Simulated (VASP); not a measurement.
Write the native input for VASP 6.6.1 that does the following.

```yaml
Task: single point
Functional: PBE
Potentials_or_basis: VASP PAW PBE potentials, release 64 (Au)
Cutoff: 520 eV
k_mesh: 22 × 22 × 22
Occupations: gaussian, width 0.15 eV
Spin: no spin polarisation
Dipole_correction: no
Further_INCAR_settings: ALGO = Fast; EDIFF = 1e-07; NBANDS = 12
```

The structure of Au lies in POSCAR:

```
Au
1.0
    0.0000000000      1.9815357957      2.1796893753
    1.9815357957      0.0000000000      2.1796893753
    1.9815357957      1.9815357957      0.0000000000
Au
1
Direct
    0.0000000000      0.0000000000      0.0000000000
```

This cell differs from its parent crystal: ratio of the length along z to the lengths across it x 1.1, volume and fractional coordinates fixed.

These files were run (other wordings do the same):

INCAR

```
SYSTEM = Au
ALGO = Fast ; EDIFF = 1E-7
ENCUT = 520 ; GGA = PE
ISIF = 2 ; ISMEAR = 0
LASPH = .True. ; LCHARG = .True.
LELF = .True. ; LREAL = .False.
LVHAR = .True. ; LWAVE = .False.
NBANDS = 12 ; NELM = 100
PREC = Accurate ; SIGMA = 0.15
```

KPOINTS

```
k-points
0
Gamma
  22 22 22
  0 0 0
```

Potentials or basis: VASP PAW PBE potentials, release 64 (Au).

Run with:

```sh
$ cat potpaw_PBE.64/Au/POTCAR > POTCAR
$ mpirun -np 1 vasp_std > vasp.out
```

Results of the run:

* Pressure: 8.1 GPa
* Band gap on the k mesh: zero (an odd number of electrons rules out a gap without spin polarisation)

Caveat: the cell stands under pressure; spin-orbit coupling is left out, which moves the levels of the heavy elements.

Run time: 75 s on 1 thread of Intel(R) Xeon(R) 6975P-C (Granite Rapids), on a shared host, peak memory 0.28 GiB.
